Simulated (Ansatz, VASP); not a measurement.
**Sc2SbAs in VASP and in Ansatz**

```xyz
4
Lattice="4.8488 0.0000 0.0000 -2.4244 4.1992 0.0000 0.0000 0.0000 5.5701" Properties=species:S:1:pos:R:3 pbc="T T T"
Sc    0.0000    2.7995    2.7851
Sc    2.4244    1.3997    2.7851
Sb    0.0000    0.0000    0.0000
As    0.0000    0.0000    2.7851
```

Alike in both runs: functional PBE; k mesh 12 × 12 × 8; occupations gaussian, width 0.1 eV; no spin polarisation.

Ansatz relaxed the structure, and its values are those at the end. VASP's run is a single point on that final structure, the one shown.

|  | VASP | Ansatz |
| --- | --- | --- |
| version | VASP 6.6.1 | Ansatz 0.2.0 |
| potentials or method | VASP PAW PBE potentials, release 64 (Sc_sv, Sb, As), cutoff 520 eV | scalar-relativistic, plane waves, PAW |
| valence electrons in the cell | 32 | 52 |

Ansatz gave:

| Quantity | Value |
| --- | --- |
| gap on the k mesh at the Fermi level (eV) | none |
| pressure (GPa) | 0.0 |

Question: Estimate VASP's values.

Answer: gap on the k mesh at the Fermi level (eV): none; pressure (GPa): 0.1.

A gap of «none» marks a metal or a gap that the smearing closes. VASP's potentials hold 32 valence electrons a cell and Ansatz's 52, so a difference there can come from the potentials and not from the codes.

Neither program's run includes spin-orbit coupling.
